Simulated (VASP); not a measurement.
# Ca (P6_3/mmc) in VASP: single point with LDA

Aim: the single point of Ca with LDA.

Program: VASP 6.6.1. These are calculated values, not measurements. Logs are shortened: lines on timing, memory, paths and dates and some standing lists are left out, and cuts for length are marked.

## 1. The cell of the first run

It takes space group P6_3/mmc (No. 194, hexagonal). The conventional cell has a = 3.774 Å, b = 3.774 Å, c = 6.220 Å, α = 90.00°, β = 90.00°, γ = 120.00°. Ca (site symmetry -6m2) has 12 Ca at 3.77 to 3.80 Å within 5.0 Å.

## 2. Single point, LDA

INCAR

```
SYSTEM = Ca
ALGO = Normal
EDIFF = 1E-6
ENCUT = 520
ISIF = 2
ISMEAR = -1
LASPH = .True.
LCHARG = .False.
LREAL = .False.
LWAVE = .False.
NBANDS = 17
NELM = 80
PREC = Accurate
SIGMA = 0.1
```

KPOINTS

```
k-points
0
Gamma
  10 10 6
  0 0 0
```

POSCAR

```
Ca
1.0
    3.7741995585      0.0000000000      0.0000000000
   -1.8870997792      3.2685526966      0.0000000000
    0.0000000000      0.0000000000      6.2203398814
Ca
2
Direct
    0.3333333333      0.6666666667      0.2500000000
    0.6666666667      0.3333333333      0.7500000000
```

Potentials or basis: VASP PAW LDA potentials, release 64 (Ca_sv).

Run with:

```console
$ cat potpaw_LDA.64/Ca_sv/POTCAR > POTCAR
$ mpirun -np 1 vasp_std > vasp.out
```

OUTCAR:

```text
SYSTEM = Ca
   EDIFF = 1E-6
   ENCUT = 520
   ISIF = 2
   ISMEAR = -1
   LASPH = .True.
   LREAL = .False.
   NELM = 80
   PREC = Accurate

 ion  position               nearest neighbor table
   1  0.333  0.667  0.250-
   2  0.667  0.333  0.750-

  LATTYP: Found a hexagonal cell.
 ALAT       =     3.7741995585
 C/A-ratio  =     1.6481216176

  Lattice vectors:

 A1 = (   3.7741995585,   0.0000000000,   0.0000000000)
 A2 = (  -1.8870997792,   3.2685526966,   0.0000000000)
 A3 = (   0.0000000000,   0.0000000000,   6.2203398814)

Analysis of symmetry for initial positions (statically):
=====================================================================
 Subroutine PRICEL returns:
 Original cell was already a primitive cell.

 Routine SETGRP: Setting up the symmetry group for a
 hexagonal supercell.

 Subroutine GETGRP returns: Found 24 space group operations
 (whereof 12 operations were pure point group operations)
 out of a pool of 24 trial point group operations.

The static configuration has the point symmetry D_3d.
 The point group associated with its full space group is D_6h.

Analysis of symmetry for dynamics (positions and initial velocities):
=====================================================================
 Subroutine PRICEL returns:
 Original cell was already a primitive cell.

 Routine SETGRP: Setting up the symmetry group for a
 hexagonal supercell.

 Subroutine GETGRP returns: Found 24 space group operations
 (whereof 12 operations were pure point group operations)
 out of a pool of 24 trial point group operations.

The dynamic configuration has the point symmetry D_3d.
 The point group associated with its full space group is D_6h.

 Subroutine INISYM returns: Found 24 space group operations
 (whereof 12 operations are pure point group operations),
 and found     1 'primitive' translations

----------------------------------------------------------------------------------------

                                     Primitive cell

  volume of cell :      76.7352

  direct lattice vectors                    reciprocal lattice vectors
     3.774199558  0.000000000  0.000000000     0.264956843  0.152972905  0.000000000
    -1.887099779  3.268552697  0.000000000     0.000000000  0.305945809  0.000000000
     0.000000000  0.000000000  6.220339881     0.000000000  0.000000000  0.160762920

  length of vectors
     3.774199558  3.774199558  6.220339881     0.305945809  0.305945809  0.160762920

  position of ions in fractional coordinates (direct lattice)
     0.333333333  0.666666667  0.250000000
     0.666666667  0.333333333  0.750000000

  ion indices of the primitive-cell ions
   primitive index   ion index
                 1           1
                 2           2

----------------------------------------------------------------------------------------

 KPOINTS: k-points

Automatic generation of k-mesh.
 Grid dimensions read from file:
 generate k-points for:   10   10    6

 Generating k-lattice:

  Cartesian coordinates                     Fractional coordinates (reciprocal lattice)
     0.026495684  0.015297290  0.000000000     0.100000000 -0.000000000  0.000000000
     0.000000000  0.030594581  0.000000000     0.000000000  0.100000000  0.000000000
     0.000000000  0.000000000  0.026793820     0.000000000  0.000000000  0.166666667

  Length of vectors
     0.030594581  0.030594581  0.026793820

  Shift w.r.t. Gamma in fractional coordinates (k-lattice)
     0.000000000  0.000000000  0.000000000

 Subroutine IBZKPT returns following result:
 ===========================================

 Found     56 irreducible k-points:

 Following reciprocal coordinates:
            Coordinates               Weight
  0.000000  0.000000  0.000000      1.000000
  0.100000 -0.000000  0.000000      6.000000
  0.200000 -0.000000  0.000000      6.000000
  0.300000 -0.000000  0.000000      6.000000
  0.400000  0.000000  0.000000      6.000000
  0.500000 -0.000000  0.000000      3.000000
[... 16 lines left out ...]
  0.300000  0.100000  0.166667     24.000000
  0.400000  0.100000  0.166667     24.000000
 [... further k-points ...]
   k-points           NKPTS =     56   k-points in BZ     NKDIM =     56   number of bands    NBANDS=     17
   number of dos      NEDOS =    301   number of ions     NIONS =      2
   total plane-waves  NPLWV =  37632
   dimension x,y,z NGX =    28 NGY =   28 NGZ =   48
   dimension x,y,z NGXF=    56 NGYF=   56 NGZF=   96
   ions per type =               2
   NGX,Y,Z   is equivalent  to a cutoff of  12.33, 12.33, 12.83 a.u.
   NGXF,Y,Z  is equivalent  to a cutoff of  24.67, 24.67, 25.66 a.u.
 SYSTEM =  Ca
   PREC   = accura    normal or accurate (medium, high low for compatibility)
   ISTART =      0    job   : 0-new  1-cont  2-samecut
   ICHARG =      2    charge: 1-file 2-atom 10-const
   ISPIN  =      1    spin polarized calculation?
   LNONCOLLINEAR =      F non collinear calculations
   LSORBIT =      F    spin-orbit coupling
   LASPH  =      T    aspherical Exc in radial PAW
   ENCUT  =  520.0 eV  38.22 Ry    6.18 a.u.   7.02  7.02 11.57*2*pi/ulx,y,z
   NELM   =     80;   NELMIN=  2; NELMDL= -5     # of ELM steps
   EDIFF  = 0.1E-05   stopping-criterion for ELM
   LREAL  =      F    real-space projection
   EDIFFG = 0.1E-04   stopping-criterion for IOM
   NSW    =      0    number of steps for IOM
   IBRION =     -1    ionic relax: 0-MD 1-quasi-New 2-CG
   NFREE  =      0    steps in history (QN), initial steepest desc. (CG)
   ISIF   =      2    stress and relaxation
   ISYM   =      2    0-nonsym 1-usesym 2-fastsym
   POTIM  = 0.5000    time-step for ionic-motion
   TEBEG  =    0.0;   TEEND  =   0.0 temperature during run
   PSTRESS=    0.0 pullay stress
   NELECT =      20.0000    total number of electrons
   NUPDOWN=      -1.0000    fix difference up-down
   EMIN   =  10.00;   EMAX   =-10.00  energy-range for DOS
   EFERMI =   0.00;   METHOD = LEGACY
   ISMEAR =    -1;   SIGMA  =   0.10  broadening in eV -4-tet -1-fermi 0-gaus
   EFERMI_NEDOS =   21; number of points for ismear=-14 and -15
   IALGO  =     38    algorithm
   IMIX   =      4    mixing-type and parameters
     AMIX     =   0.40;   BMIX     =  1.00
     AMIX_MAG =   1.60;   BMIX_MAG =  1.00
  volume/ion in A,a.u.               =      38.37       258.92
  Fermi-wavevector in a.u.,A,eV,Ry     =   1.045731  1.976145 14.878698  1.093553
  Thomas-Fermi vector in A             =   2.180539
   LORBIT       =      0    0 simple, 1 ext, 2 COOP (PROOUT), +10 PAW based schemes
   GGA     = CA    functional components
   LHFCALC =     F    Hartree Fock is set to
   AEXX    =    0.0000 exact exchange contribution
   IVDW    =     0    specifies the selected vdW correction
   LEPSILON=     F    determine dielectric tensor
   LRPA    =     F    only Hartree local field effects (RPA)
 non-spin polarized calculation
  energy-cutoff  :      520.00
  volume of cell :       76.74
 maximum number of plane-waves:      2083
 NGX is ok and might be reduce to    28
   NGX = 13   NGY = 13   NGZ = 23

 number of electron      20.0000003 magnetization

 Free energy of the ion-electron system (eV)
  ---------------------------------------------------
  ext. energy  EPLUGINS =         0.00000000
  ---------------------------------------------------
  free energy    TOTEN  =        -4.44438820 eV

  energy without entropy =       -4.35862620  energy(sigma->0) =       -4.40150720

 E-fermi :   2.1977     XC(G=0):  -8.2761

 val. band max:        2.1909706026   @ k =   0.3000   0.2000   0.1667
 cond. band min:       2.2259479678   @ k =   0.3000   0.3000   0.0000
 fundamental gap:      0.0349773651
 Fermi energy:         2.1976797883

 k-point     1 :       0.0000    0.0000    0.0000
  band No.  band energies     occupation
      1     -39.1591      2.00000
      2     -39.1372      2.00000
      3     -20.5469      2.00000
      4     -20.3810      2.00000
      5     -20.3810      2.00000
      6     -20.3547      2.00000
[... 9 lines left out ...]
     16       4.8420      0.00000
     17       5.3027      0.00000

 k-point     2 :       0.1000   -0.0000    0.0000
  band No.  band energies     occupation
      1     -39.1571      2.00000
      2     -39.1362      2.00000
      3     -20.5403      2.00000
      4     -20.3963      2.00000
      5     -20.3857      2.00000
      6     -20.3705      2.00000
[... 9 lines left out ...]
     16       4.9655      0.00000
     17       5.1071      0.00000

 k-point     3 :       0.2000   -0.0000    0.0000
  band No.  band energies     occupation
      1     -39.1518      2.00000
      2     -39.1336      2.00000
      3     -20.5221      2.00000
      4     -20.4366      2.00000
      5     -20.4111      2.00000
      6     -20.3978      2.00000
[... 9 lines left out ...]
     16       4.9943      0.00000
     17       5.0052      0.00000

 k-point     4 :       0.3000   -0.0000    0.0000
  band No.  band energies     occupation
      1     -39.1449      2.00000
      2     -39.1308      2.00000
      3     -20.4964      2.00000
      4     -20.4868      2.00000
      5     -20.4597      2.00000
      6     -20.4123      2.00000
[... 9 lines left out ...]
     16       5.4123      0.00000
     17       5.5762      0.00000

 k-point     5 :       0.4000    0.0000    0.0000
  band No.  band energies     occupation
      1     -39.1387      2.00000
      2     -39.1291      2.00000
      3     -20.5277      2.00000
      4     -20.4980      2.00000
      5     -20.4701      2.00000
      6     -20.4236      2.00000
[... 9 lines left out ...]
     16       5.9709      0.00000
     17       6.2247      0.00000

 k-point     6 :       0.5000   -0.0000    0.0000
  band No.  band energies     occupation
      1     -39.1360      2.00000
      2     -39.1288      2.00000
      3     -20.5433      2.00000
      4     -20.5124      2.00000
      5     -20.4567      2.00000
      6     -20.4279      2.00000
[... 9 lines left out ...]
     16       6.4945      0.00000
     17       6.5877      0.00000

 k-point     7 :       0.1000    0.1000    0.0000
  band No.  band energies     occupation
      1     -39.1535      2.00000
      2     -39.1344      2.00000
      3     -20.5279      2.00000
      4     -20.4207      2.00000
      5     -20.4069      2.00000
      6     -20.3868      2.00000
[... 9 lines left out ...]
     16       4.9066      0.00000
     17       5.0051      0.00000

 k-point     8 :       0.2000    0.1000    0.0000
  band No.  band energies     occupation
      1     -39.1474      2.00000
      2     -39.1317      2.00000
      3     -20.5058      2.00000
      4     -20.4624      2.00000
      5     -20.4463      2.00000
      6     -20.4055      2.00000
[... 9 lines left out ...]
     16       5.1347      0.00000
     17       5.3841      0.00000
[... 203 lines left out ...]
      1     -39.1381      2.00000
      2     -39.1297      2.00000
      3     -20.5346      2.00000
      4     -20.5063      2.00000
      5     -20.4546      2.00000
      6     -20.4208      2.00000
[... 9 lines left out ...]
     16       5.9832      0.00000
     17       6.0751      0.00000

 k-point    20 :       0.5000   -0.0000    0.1667
  band No.  band energies     occupation
      1     -39.1355      2.00000
      2     -39.1293      2.00000
      3     -20.5486      2.00000
      4     -20.5203      2.00000
      5     -20.4449      2.00000
      6     -20.4250      2.00000
[... 9 lines left out ...]
     16       6.2402      0.00000
     17       6.5440      0.00000

 k-point    21 :       0.1000    0.1000    0.1667
  band No.  band energies     occupation
      1     -39.1522      2.00000
      2     -39.1357      2.00000
      3     -20.5186      2.00000
      4     -20.4171      2.00000
      5     -20.4098      2.00000
      6     -20.3892      2.00000
[... 9 lines left out ...]
     16       5.0040      0.00000
     17       5.2398      0.00000

 k-point    22 :       0.2000    0.1000    0.1667
  band No.  band energies     occupation
      1     -39.1463      2.00000
      2     -39.1328      2.00000
      3     -20.5053      2.00000
      4     -20.4562      2.00000
      5     -20.4471      2.00000
      6     -20.4058      2.00000
[... 9 lines left out ...]
     16       5.1911      0.00000
     17       5.4700      0.00000

 k-point    23 :       0.3000    0.1000    0.1667
  band No.  band energies     occupation
      1     -39.1400      2.00000
      2     -39.1303      2.00000
      3     -20.5168      2.00000
      4     -20.4917      2.00000
      5     -20.4588      2.00000
      6     -20.4223      2.00000
[... 9 lines left out ...]
     16       5.5568      0.00000
     17       6.0607      0.00000

 k-point    24 :       0.4000    0.1000    0.1667
  band No.  band energies     occupation
      1     -39.1355      2.00000
      2     -39.1293      2.00000
      3     -20.5400      2.00000
      4     -20.5129      2.00000
      5     -20.4483      2.00000
      6     -20.4294      2.00000
[... 9 lines left out ...]
     16       6.0245      0.00000
     17       6.1995      0.00000

 [... further k-points ...]

------------------------ aborting loop because EDIFF is reached ----------------------------------------

  FORCE on cell =-STRESS in cart. coord.  units (eV):
  Direction    XX          YY          ZZ          XY          YZ          ZX
  --------------------------------------------------------------------------------------
  -------------------------------------------------------------------------------------
  Total       -0.0172138     -0.0172138     -0.0050913     -0.0000000     -0.0000000      0.0000000
  in kB       -0.3594125     -0.3594125     -0.1063038     -0.0000000     -0.0000000      0.0000000
  external PRESSURE =      -0.2750429 kB  Pullay stress =       0.0000000 kB

 VOLUME and BASIS-vectors are now :
 -----------------------------------------------------------------------------
  energy-cutoff  :      520.00
  volume of cell :       76.74
      direct lattice vectors                 reciprocal lattice vectors
     3.774199558  0.000000000  0.000000000     0.264956843  0.152972905  0.000000000
    -1.887099779  3.268552697  0.000000000     0.000000000  0.305945809  0.000000000
     0.000000000  0.000000000  6.220339881     0.000000000  0.000000000  0.160762920

 POSITION                                       TOTAL-FORCE (eV/Angst)
 -----------------------------------------------------------------------------------
     -0.00000      2.17904      1.55508         0.000000     -0.000000      0.000000
      1.88710      1.08952      4.66525        -0.000000      0.000000     -0.000000
 -----------------------------------------------------------------------------------
    total drift:                               -0.000000      0.000000     -0.000000

  FREE ENERGIE OF THE ION-ELECTRON SYSTEM (eV)
  ---------------------------------------------------
  free  energy   TOTEN  =        -4.4443882047 eV

  energy  without entropy=       -4.3586261956  energy(sigma->0) =       -4.40150720
```

Wall time 52 s (1 thread of AMD EPYC 7R13 (Zen 3), shared host); peak memory 0.16 GiB.

What came out:

```yaml
Free_energy: -4.4444 eV
Pressure: 0.0 GPa
Band_gap_on_the_k_mesh: zero (band 10 reaches 2.35 eV, above the bottom of band 11 at 2.11 eV)
```

Levels at points of the mesh, in eV from the Fermi level:
```csv
k point,band 6,band 7,band 8,band 9,band 10,band 11,band 12,band 13,band 14,band 15
"(0.00, 0.00, 0.00)",-22.55,-22.55,-22.54,-4.21,-1.14,-0.08,2.26,2.31,2.31,2.64
"(0.50, 0.00, 0.00)",-22.63,-22.59,-22.58,-1.14,-0.63,0.11,0.30,1.43,1.99,2.24
"(0.00, 0.00, 0.50)",-22.57,-22.57,-22.57,-3.13,-3.13,1.36,1.36,2.30,2.30,2.30
"(0.50, 0.00, 0.50)",-22.60,-22.60,-22.60,-0.77,-0.77,0.23,0.23,1.43,1.43,2.98
```
